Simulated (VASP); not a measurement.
## Si: single point with r2SCAN

Crystal: Si.

```xyz
2
Lattice="0.0000 2.7296 2.6949 2.7296 0.0000 2.6949 2.7296 2.7296 0.0000" Properties=species:S:1:pos:R:3 pbc="T T T"
Si    0.0000    0.0000    0.0000
Si    1.3648    1.3648    1.3475
```

```yaml
Program: VASP 6.6.1
Task: single point
Functional: r2SCAN
Potentials_or_basis: VASP PAW PBE potentials, release 64 (Si)
Cutoff: 550 eV
k_mesh: 8 × 8 × 8
Occupations: gaussian, width 0.01 eV
Spin: no spin polarisation
```

```json
{
  "Pressure": "0.2 GPa",
  "Band gap on the k mesh": "0.67 eV (least direct gap 2.66 eV)"
}
```

Stress tensor (GPa, compression positive):
```
-0.24  0.00  0.00
 0.00 -0.24  0.00
 0.00  0.00  1.10
```

Levels at points of the mesh, in eV from the valence-band top:
| k point | band 1 | band 2 | band 3 | band 4 | band 5 | band 6 | band 7 | band 8 | band 9 |
| --- | --- | --- | --- | --- | --- | --- | --- | --- | --- |
| (0.00, 0.00, 0.00) | -12.57 | -0.09 | -0.09 | 0.00 | 2.66 | 2.71 | 2.71 | 3.89 | 7.94 |
| (0.50, 0.00, 0.00) | -10.12 | -7.32 | -1.40 | -1.27 | 1.80 | 3.48 | 3.58 | 8.27 | 11.01 |
| (0.50, 0.50, 0.00) | -8.16 | -8.16 | -3.13 | -3.13 | 0.79 | 0.79 | 10.78 | 10.78 | 11.58 |
| (0.50, 0.00, 0.50) | -8.24 | -8.24 | -3.03 | -3.03 | 0.90 | 0.90 | 10.76 | 10.76 | 11.57 |

It took 64 s on 1 thread of AMD EPYC 9R45 96-Core Processor (Zen 5), on a shared host, peak memory 0.14 GiB.

Caveat: the PAW data sets were made with another functional, which shifts forces and pressure a little. A k mesh can miss the band edges.
